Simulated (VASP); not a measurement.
A run of VASP 6.6.1:

File INCAR:

```
PREC = Accurate
ENCUT = 520
EDIFF = 1E-6
ISMEAR = 0
SIGMA = 0.05
LREAL = F
LASPH = T
NELM = 100
ALGO = Normal
ISIF = 2
LWAVE = F
LCHARG = F
NBANDS = 26
```

The input KPOINTS:

```
Automatic mesh
0
Gamma
  6 6 6
```

Contents of POSCAR:

```
C
1.0
    2.3662954641     -1.4084315836      3.3446352740
   -0.0472205660      2.8524624474      3.3943680299
   -2.4945846024     -1.4279737392      3.4304951856
C
8
Direct
    0.1409508827      0.1576411819      0.2027118172
    0.6944095022      0.1494816110      0.6421405413
    0.1443951583      0.7149327704      0.6463771470
    0.6772525670      0.6726778026      0.1359420610
    0.8155065217      0.8406500232      0.8785063873
    0.3672110519      0.8303184123      0.3153046106
    0.8392353085      0.3490898359      0.3065036707
    0.3210390077      0.2852083627      0.8725137649
```

Potentials or basis: VASP PAW LDA potentials, release 64 (C).

The run is started by

```sh
$ cat potpaw_LDA.64/C/POTCAR > POTCAR
$ mpirun -np 1 vasp_std > vasp.out
```

Hardware: 1 thread of Intel(R) Xeon(R) 6975P-C (Granite Rapids), on a shared host.

**Question.** How long does it take, and how much memory?

**Answer.** Run time: 67 s on 1 thread of Intel(R) Xeon(R) 6975P-C (Granite Rapids), on a shared host, peak memory 0.24 GiB. Counts: scf iterations 14, k points 112.
